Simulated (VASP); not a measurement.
GaSb:

```
CELL_PARAMETERS angstrom
0.00000 3.10906 3.10906
3.10906 0.00000 3.10906
3.10906 3.10906 0.00000
ATOMIC_POSITIONS crystal
Ga 0.00000 0.00000 0.00000
Sb 0.25000 0.25000 0.25000
```

```yaml
Program: VASP 6.6.1
Task: relaxation of cell and atoms
Functional: r2SCAN
Potentials_or_basis: VASP PAW PBE potentials, release 64 (Ga_d, Sb)
Cutoff: 600 eV
k_mesh: 6 × 6 × 6
Occupations: fermi-dirac, width 0.02 eV
Spin: no spin polarisation
```

At the start: pressure -2.0 GPa; volume 30.05 Å³/atom.

Question: How do energy, volume and symmetry change on relaxing?

Answer: Over 4 steps the energy falls by 8.0 meV/atom and the volume is 28.85 Å³/atom (-4.0 %); space group F-43m (No. 216, to 0.05 Å).

The path:
| step | energy change (eV) | largest force (eV/Å) | pressure (GPa) | volume (Å³) |
| --- | --- | --- | --- | --- |
| 1 | 0.0000 | 0.0000 | -1.98 | 60.11 |
| 2 | -0.0144 | 0.0000 | 0.74 | 56.93 |
| 3 | -0.0161 | 0.0000 | 0.03 | 57.66 |
| 4 | -0.0161 | 0.0000 | -0.01 | 57.70 |

Final structure:
```cif
data_structure
_symmetry_space_group_name_H-M 'P 1'
_symmetry_Int_Tables_number 1
_cell_length_a 4.3375
_cell_length_b 4.3375
_cell_length_c 4.3375
_cell_angle_alpha 60.000
_cell_angle_beta 60.000
_cell_angle_gamma 60.000
_cell_volume 57.70
loop_
_atom_site_label
_atom_site_type_symbol
_atom_site_fract_x
_atom_site_fract_y
_atom_site_fract_z
_atom_site_occupancy
Ga1 Ga 0.00000 0.00000 0.00000 1
Sb1 Sb 0.25000 0.25000 0.25000 1
```

Caveat: the PAW data sets were made with another functional, which shifts forces and pressure a little.
